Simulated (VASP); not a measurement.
Set up this calculation in VASP 6.6.1, as the native input.

- Task: single point
- Functional: PBE
- Potentials or basis: VASP PAW PBE potentials, release 64 (W_sv)
- Cutoff: 520 eV
- k mesh: 8 × 8 × 8
- Occupations: fermi-dirac, width 0.06 eV
- Spin: no spin polarisation
- Dipole correction: no
- Further INCAR settings: ALGO = Normal; EDIFF = 1e-06; NBANDS = 13

The structure of W lies in POSCAR:

```
W
1.0
   -1.5823450000      1.5823450000      1.5823450000
    1.5823450000     -1.5823450000      1.5823450000
    1.5823450000      1.5823450000     -1.5823450000
W
1
Direct
    0.0000000000      0.0000000000      0.0000000000
```

One way to write it, as run:

INCAR

```
PREC = Accurate ; ENCUT = 520
EDIFF = 1E-6 ; ISMEAR = -1
SIGMA = 0.06 ; LREAL = False
LASPH = True ; NELM = 80
ALGO = Normal ; ISIF = 2
LWAVE = False ; LCHARG = True
GGA = PE ; LELF = True
LVHAR = True ; NBANDS = 13
```

KPOINTS

```
regular mesh
0
Gamma
  8 8 8
```

Potentials or basis: VASP PAW PBE potentials, release 64 (W_sv).

The run is started by

```bash
$ cat potpaw_PBE.64/W_sv/POTCAR > POTCAR
$ mpirun -np 1 vasp_std > vasp.out
```

It gave:

```yaml
Pressure: 6.6 GPa
Band_gap_on_the_k_mesh: zero (band 7 reaches 16.62 eV, above the bottom of band 8 at 10.22 eV)
```

Caveat: spin-orbit coupling is left out, which moves the levels of the heavy elements.

It took 4.7 s on 1 thread of Intel(R) Xeon(R) 6975P-C (Granite Rapids), on a shared host, peak memory 0.12 GiB.
